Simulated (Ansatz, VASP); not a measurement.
# CdSe in VASP and in Ansatz

```
CELL_PARAMETERS angstrom
0.00000 2.52205 2.52205
2.52205 0.00000 2.52205
2.52205 2.52205 0.00000
ATOMIC_POSITIONS crystal
Cd 0.00000 0.00000 0.00000
Se 0.50000 0.50000 0.50000
```

Change from the starting cell: volume scaled by 0.72, PAW files.

Alike in both runs: task single point; functional PBEsol; k mesh 12 × 12 × 12; occupations fermi-dirac, width 0.05 eV; no spin polarisation.

|  | VASP | Ansatz |
| --- | --- | --- |
| version | VASP 6.6.1 | Ansatz 0.2.0 |
| potentials or method | VASP PAW PBE potentials, release 64 (Cd, Se) | PAW with Ansatz's default frozen-core files, scalar-relativistic |
| plane-wave cutoff (eV) | 520 | 420 |
| valence electrons in the cell | 18 | 36 |

|  | VASP | Ansatz | Ansatz less VASP |
| --- | --- | --- | --- |
| pressure (GPa) | 53.4 | 51.2 | -2.19 |

VASP's potentials were made for PBE, not for PBEsol. Both programs put the cell under a high pressure, so it lies far from rest at this level. VASP's potentials hold 18 valence electrons a cell and Ansatz's 36, so a difference there can come from the potentials and not from the codes.
